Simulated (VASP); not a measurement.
# CoSi2 (Fm-3m) in VASP: electric field gradients with r2SCAN

Aim: the electric field gradients of CoSi2 with r2SCAN.

All numbers are computed with VASP 6.6.1; they aren't measurements. Logs are shortened: lines on timing, memory, paths and dates and some standing lists are left out, and cuts for length are marked.

## Step 1: The cell of the first run

The structure is cubic, space group Fm-3m (No. 225). Conventional cell: a = 5.313 Å, b = 5.313 Å, c = 5.313 Å, α = 90.00°, β = 90.00°, γ = 90.00°. Within 3.0 Å of Co (site symmetry m-3m) lie 8 Si at 2.30 Å. Within 3.0 Å of Si (site symmetry -43m) lie 4 Co at 2.30 Å and 6 Si at 2.66 Å.

## Step 2: Electric field gradients, r2SCAN, collinear spin, ferromagnetic start

Input file POSCAR:

```
CoSi2
1.0
    0.0000000000      2.6564198427      2.6564198427
    2.6564198427      0.0000000000      2.6564198427
    2.6564198427      2.6564198427      0.0000000000
Co Si
1 2
Direct
    0.0000000000      0.0000000000      0.0000000000
    0.7500000000      0.7500000000      0.7500000000
    0.2500000000      0.2500000000      0.2500000000
```

Input file INCAR.step1:

```
PREC = Accurate ; ENCUT = 520
ISMEAR = -1 ; SIGMA = 0.05
LREAL = False ; LASPH = True
NELM = 150 ; ISPIN = 2
MAGMOM = 2 0 0 ; LMAXMIX = 4
NBANDS = 20 ; GGA = PE
ALGO = Normal ; EDIFF = 1E-4
LWAVE = True ; LCHARG = False
```

Input file INCAR.step2:

```
PREC = Accurate ; ENCUT = 520
EDIFF = 1E-8 ; ISMEAR = -1
SIGMA = 0.05 ; LREAL = False
LASPH = True ; NELM = 150
ALGO = Normal ; ISIF = 2
LWAVE = False ; LCHARG = False
ISPIN = 2 ; MAGMOM = 2 0 0
LORBIT = 11 ; LMAXMIX = 4
METAGGA = R2SCAN ; LMIXTAU = True
LEFG = True ; NBANDS = 20
ISTART = 1
```

Input file KPOINTS:

```
Automatic mesh
0
Gamma
  11 11 11
```

Potentials or basis: VASP PAW PBE potentials, release 64 (Co, Si).

On the command line:

```console
$ cat potpaw_PBE.64/Co/POTCAR potpaw_PBE.64/Si/POTCAR > POTCAR
$ cp INCAR.step1 INCAR
$ mpirun -np 1 vasp_std > vasp.out
$ cp INCAR.step2 INCAR
$ mpirun -np 1 vasp_std > vasp.out
```

OUTCAR:

```text
PREC = Accurate
   ENCUT = 520
   EDIFF = 1E-8
   ISMEAR = -1
   LREAL = False
   LASPH = True
   NELM = 150
   ISIF = 2
   ISPIN = 2
   LORBIT = 11
   METAGGA = R2SCAN
   ISTART = 1

 ion  position               nearest neighbor table
   1  0.000  0.000  0.000-   2 2.30   2 2.30   2 2.30   2 2.30   3 2.30   3 2.30   3 2.30   3 2.30

   2  0.750  0.750  0.750-   1 2.30   1 2.30   1 2.30   1 2.30   3 2.66   3 2.66   3 2.66   3 2.66
                             3 2.66   3 2.66
   3  0.250  0.250  0.250-   1 2.30   1 2.30   1 2.30   1 2.30   2 2.66   2 2.66   2 2.66   2 2.66
                             2 2.66   2 2.66

  LATTYP: Found a face centered cubic cell.
 ALAT       =     5.3128396854

  Lattice vectors:

 A1 = (   0.0000000000,   2.6564198427,   2.6564198427)
 A2 = (   2.6564198427,   0.0000000000,   2.6564198427)
 A3 = (   2.6564198427,   2.6564198427,   0.0000000000)

Analysis of symmetry for initial positions (statically):
=====================================================================
 Subroutine PRICEL returns:
 Original cell was already a primitive cell.

 Routine SETGRP: Setting up the symmetry group for a
 face centered cubic supercell.

 Subroutine GETGRP returns: Found 48 space group operations
 (whereof 48 operations were pure point group operations)
 out of a pool of 48 trial point group operations.

The static configuration has the point symmetry O_h .

Analysis of symmetry for dynamics (positions and initial velocities):
=====================================================================
 Subroutine PRICEL returns:
 Original cell was already a primitive cell.

 Routine SETGRP: Setting up the symmetry group for a
 face centered cubic supercell.

 Subroutine GETGRP returns: Found 48 space group operations
 (whereof 48 operations were pure point group operations)
 out of a pool of 48 trial point group operations.

The dynamic configuration has the point symmetry O_h .

Analysis of structural, dynamic, and magnetic symmetry:
=====================================================================
 Subroutine PRICEL returns:
 Original cell was already a primitive cell.

 Routine SETGRP: Setting up the symmetry group for a
 face centered cubic supercell.

 Subroutine GETGRP returns: Found 48 space group operations
 (whereof 48 operations were pure point group operations)
 out of a pool of 48 trial point group operations.

The overall configuration has the point symmetry O_h .

 Subroutine INISYM returns: Found 48 space group operations
 (whereof 48 operations are pure point group operations),
 and found     1 'primitive' translations

----------------------------------------------------------------------------------------

                                     Primitive cell

  volume of cell :      37.4904

  direct lattice vectors                    reciprocal lattice vectors
     0.000000000  2.656419843  2.656419843    -0.188223259  0.188223259  0.188223259
     2.656419843  0.000000000  2.656419843     0.188223259 -0.188223259  0.188223259
     2.656419843  2.656419843  0.000000000     0.188223259  0.188223259 -0.188223259

  length of vectors
     3.756744969  3.756744969  3.756744969     0.326012248  0.326012248  0.326012248

  position of ions in fractional coordinates (direct lattice)
     0.000000000  0.000000000  0.000000000
     0.750000000  0.750000000  0.750000000
     0.250000000  0.250000000  0.250000000

  ion indices of the primitive-cell ions
   primitive index   ion index
                 1           1
                 2           2
                 3           3

----------------------------------------------------------------------------------------

 KPOINTS: Automatic mesh

Automatic generation of k-mesh.
 Grid dimensions read from file:
 generate k-points for:   11   11   11

[... 65 lines left out ...]
   EDIFFG = 0.1E-06   stopping-criterion for IOM
   NSW    =      0    number of steps for IOM
   IBRION =     -1    ionic relax: 0-MD 1-quasi-New 2-CG
   NFREE  =      0    steps in history (QN), initial steepest desc. (CG)
   ISIF   =      2    stress and relaxation
   ISYM   =      2    0-nonsym 1-usesym 2-fastsym
   POTIM  = 0.5000    time-step for ionic-motion
   TEBEG  =    0.0;   TEEND  =   0.0 temperature during run
   PSTRESS=    0.0 pullay stress
   NELECT =      17.0000    total number of electrons
   NUPDOWN=      -1.0000    fix difference up-down
   EMIN   =  10.00;   EMAX   =-10.00  energy-range for DOS
   EFERMI =   0.00;   METHOD = LEGACY
   ISMEAR =    -1;   SIGMA  =   0.05  broadening in eV -4-tet -1-fermi 0-gaus
   EFERMI_NEDOS =   21; number of points for ismear=-14 and -15
   IALGO  =     38    algorithm
   IMIX   =      4    mixing-type and parameters
     AMIX     =   0.40;   BMIX     =  1.00
     AMIX_MAG =   1.60;   BMIX_MAG =  1.00
  volume/ion in A,a.u.               =      12.50        84.33
  Fermi-wavevector in a.u.,A,eV,Ry     =   1.257721  2.376749 21.522552  1.581863
  Thomas-Fermi vector in A             =   2.391366
   LORBIT       =     11    0 simple, 1 ext, 2 COOP (PROOUT), +10 PAW based schemes
   METAGGA = R2SCAN    functional components
   LHFCALC =     F    Hartree Fock is set to
   AEXX    =    0.0000 exact exchange contribution
   IVDW    =     0    specifies the selected vdW correction
   LEPSILON=     F    determine dielectric tensor
   LRPA    =     F    only Hartree local field effects (RPA)
 spin polarized calculation
  energy-cutoff  :      520.00
  volume of cell :       37.49
 maximum number of plane-waves:      1026
   NGX = 13   NGY = 13   NGZ = 13

 number of electron      17.0000005 magnetization       0.0000055

 number of electron      17.0000005 magnetization      -0.0000005

 Free energy of the ion-electron system (eV)
  ---------------------------------------------------
  ext. energy  EPLUGINS =         0.00000000
  ---------------------------------------------------
  free energy    TOTEN  =       -32.01409617 eV

  energy without entropy =      -32.00655272  energy(sigma->0) =      -32.01032445

 E-fermi :  10.3292     XC(G=0): -12.6640

 val. band max:       10.2941023055   @ k =   0.2727   0.1818   0.0000
 cond. band min:      10.3527180879   @ k =   0.3636   0.1818   0.0000
 fundamental gap:      0.0586157824
 Fermi energy:        10.3291734534

 spin component 1

 k-point     1 :       0.0000    0.0000    0.0000
  band No.  band energies     occupation
      1      -3.6533      1.00000
      2       5.9571      1.00000
      3       5.9571      1.00000
      4       5.9571      1.00000
      5       8.2292      1.00000
      6       8.2292      1.00000
[... 541 lines left out ...]
     19      25.6300      0.00000
     20      27.5717      0.00000

 [... further k-points ...]

 spin component 2

 k-point     1 :       0.0000    0.0000    0.0000
  band No.  band energies     occupation
      1      -3.6533      1.00000
      2       5.9571      1.00000
      3       5.9571      1.00000
      4       5.9571      1.00000
      5       8.2292      1.00000
      6       8.2292      1.00000
[... 541 lines left out ...]
     19      25.6300      0.00000
     20      27.5717      0.00000

 [... further k-points ...]
[... 5 lines left out ...]
  --------------------------------------------------------------------------------------
  -------------------------------------------------------------------------------------
  Total        0.0230228      0.0230228      0.0230228      0.0000000      0.0000000      0.0000000
  in kB        0.9838929      0.9838929      0.9838929      0.0000000      0.0000000      0.0000000
  external PRESSURE =       0.9838929 kB  Pullay stress =       0.0000000 kB

 VOLUME and BASIS-vectors are now :
 -----------------------------------------------------------------------------
  energy-cutoff  :      520.00
  volume of cell :       37.49
      direct lattice vectors                 reciprocal lattice vectors
     0.000000000  2.656419843  2.656419843    -0.188223259  0.188223259  0.188223259
     2.656419843  0.000000000  2.656419843     0.188223259 -0.188223259  0.188223259
     2.656419843  2.656419843  0.000000000     0.188223259  0.188223259 -0.188223259

 POSITION                                       TOTAL-FORCE (eV/Angst)
 -----------------------------------------------------------------------------------
      0.00000      0.00000      0.00000         0.000000     -0.000000      0.000000
      3.98463      3.98463      3.98463        -0.000000     -0.000000     -0.000000
      1.32821      1.32821      1.32821         0.000000      0.000000      0.000000
 -----------------------------------------------------------------------------------
    total drift:                               -0.000000     -0.000000      0.000000

  FREE ENERGIE OF THE ION-ELECTRON SYSTEM (eV)
  ---------------------------------------------------
  free  energy   TOTEN  =       -32.0140961745 eV

  energy  without entropy=      -32.0065527210  energy(sigma->0) =      -32.01032445

 Electric field gradients (V/A^2)
---------------------------------------------------------------------
 ion       V_xx      V_yy      V_zz      V_xy      V_xz      V_yz
---------------------------------------------------------------------
   1      -0.000    -0.000    -0.000    -0.002    -0.002    -0.002
   2       0.000    -0.000     0.000    -0.000    -0.000    -0.000
   3       0.000    -0.000     0.000    -0.000    -0.000    -0.000
---------------------------------------------------------------------

 Electric field gradients after diagonalization (V/A^2)
 (convention: |V_zz| > |V_xx| > |V_yy|)
----------------------------------------------------------------------
 ion       V_xx      V_yy      V_zz     asymmetry (V_yy - V_xx)/ V_zz
----------------------------------------------------------------------
   1       0.002     0.002    -0.004       0.000
   2       0.000     0.000    -0.000       0.000
   3       0.000     0.000    -0.000       0.000
----------------------------------------------------------------------

           NMR quadrupolar parameters

 Cq : quadrupolar parameter    Cq=e*Q*V_zz/h
 eta: asymmetry parameters     (V_yy - V_xx)/ V_zz
 Q  : nuclear electric quadrupole moment in mb (millibarn)
----------------------------------------------------------------------
 ion       Cq(MHz)       eta       Q (mb)
----------------------------------------------------------------------
   1      -0.000       0.000       1.000
   2      -0.000       0.000       1.000
   3      -0.000       0.000       1.000
----------------------------------------------------------------------

 total charge

# of ion       s       p       d       tot
------------------------------------------
    1        0.575   0.789   7.622   8.986
    2        0.707   0.904   0.000   1.611
    3        0.707   0.904   0.000   1.611
--------------------------------------------------
tot          1.989   2.597   7.622  12.208

 magnetization (x)

# of ion       s       p       d       tot
------------------------------------------
    1       -0.000  -0.000  -0.000  -0.000
    2        0.000   0.000   0.000   0.000
    3        0.000   0.000   0.000   0.000
--------------------------------------------------
tot         -0.000  -0.000  -0.000  -0.000
```

It took 9.4 min on 1 thread of Intel Xeon 6975P-C, shared host; peak memory 0.22 GiB.

Results:

- Free energy: -32.0141 eV
- Pressure: 0.1 GPa
- Net moment: 0.00 μB per cell
- Valence electrons inside the program's atomic spheres: Co 8.99; Si 1.61

Levels at points of the mesh, in eV from the Fermi level:
Spin up:
```
           k point  band 6  band 7  band 8  band 9  band 10  band 11  band 12  band 13
(0.00, 0.00, 0.00)   -2.10    1.51    3.60    3.60     3.60     3.72     3.72     3.72
```
Spin down:
```
           k point  band 5  band 6  band 7  band 8  band 9  band 10  band 11  band 12  band 13  band 14
(0.00, 0.00, 0.00)   -2.10   -2.10    1.51    3.60    3.60     3.60     3.72     3.72     3.72     6.26
```

Caveat: the starting moments collapsed, and a magnetic state may lie lower; without QUAD_EFG the Cq values of the log hold for a quadrupole moment of 1 mb, not for the nuclei; the PAW data sets were made with another functional, which shifts forces and pressure a little.
